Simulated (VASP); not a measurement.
Write the native input for VASP 6.6.1 that does the following.

| Item | Value |
| --- | --- |
| Task | single point |
| Functional | PBE |
| Dispersion | D3(BJ) |
| Potentials or basis | VASP PAW PBE potentials, release 64 (P, C, O) |
| Cutoff | 520 eV |
| k mesh | 6 × 6 × 4 |
| Occupations | gaussian, width 0.1 eV |
| Spin | no spin polarisation |
| Dipole correction | no |
| Further INCAR settings | ALGO = Normal; EDIFF = 1e-06; NBANDS = 25 |

The structure of P2CO3 lies in POSCAR:

```
P2CO3
1.0
    3.7602749700      0.0000000000      0.0000000000
   -1.8801374900      3.2564936500      0.0000000000
    0.0000000000      0.0000000000      6.9780301100
P C O
2 1 3
Direct
    0.0000000000      0.0000000000      0.2631902500
    0.0000000000      0.0000000000      0.7368097500
    0.0000000000      0.0000000000      0.0000000000
    0.5000000000      0.0000000000      0.5000000000
    0.0000000000      0.5000000000      0.5000000000
    0.5000000000      0.5000000000      0.5000000000
```

One way to write it, as run:

INCAR

```
SYSTEM = P2CO3
  PREC = Accurate
  ENCUT = 520
  EDIFF = 1E-6
  ISMEAR = 0
  SIGMA = 0.1
  LREAL = .FALSE.
  LASPH = .TRUE.
  NELM = 80
  ALGO = Normal
  ISIF = 2
  LWAVE = .FALSE.
  LCHARG = .FALSE.
  GGA = PE
  IVDW = 12
  NBANDS = 25
```

KPOINTS

```
Automatic mesh
0
G
  6 6 4
  0 0 0
```

Potentials or basis: VASP PAW PBE potentials, release 64 (P, C, O).

Launch:

```sh
$ cat potpaw_PBE.64/P/POTCAR potpaw_PBE.64/C/POTCAR potpaw_PBE.64/O/POTCAR > POTCAR
$ mpirun -np 1 vasp_std > vasp.out
```

It gave:

The pressure is 1.6 GPa, the largest force is 5.269 eV/Å and the band gap on the k mesh is zero (band 16 reaches 4.55 eV, above the bottom of band 17 at 2.05 eV). The dispersion energy per atom is -0.163 eV.

Caveat: pairwise dispersion overbinds metals, which lowers pressure and volume; forces of over 1 eV/Å act on the atoms, so gaps and moduli don't describe the material at rest.

It took 19 s on 1 thread of Intel(R) Xeon(R) 6975P-C (Granite Rapids), with other jobs on the host, peak memory 0.21 GiB.
